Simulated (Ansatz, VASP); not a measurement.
# AlIn2: VASP beside Ansatz

```
Al In
1.0
    -3.67144    3.67144    2.70944
     3.67144   -3.67144    2.70944
     3.67144    3.67144   -2.70944
Al In
2 4
Cartesian
  0.0000 0.0000 1.3547
  0.0000 0.0000 4.0642
  4.8057 1.1343 0.0000
  2.5372 1.1343 2.7094
  1.1343 2.5372 0.0000
  -1.1343 2.5372 2.7094
```

Change from the starting cell: species swapped into the MnGe2 type (I4/mcm, No. 140).

Alike in both runs: functional PBE; k mesh 8 × 8 × 8; occupations gaussian, width 0.1 eV; no spin polarisation.

Ansatz relaxed the structure, and its values are those at the end. VASP's run is a single point on that final structure, the one shown.

|  | VASP | Ansatz |
| --- | --- | --- |
| version | VASP 6.6.1 | Ansatz 0.2.0 |
| potentials or method | VASP PAW PBE potentials, release 64 (Al, In_d), cutoff 520 eV | scalar-relativistic, plane waves, PAW |
| valence electrons in the cell | 58 | 58 |

```csv
,VASP,Ansatz,Ansatz less VASP
gap on the k mesh at the Fermi level (eV),none,none,-
pressure (GPa),0.0,0.0,+0.06
```

A gap of «none» marks a metal or a gap that the smearing closes.
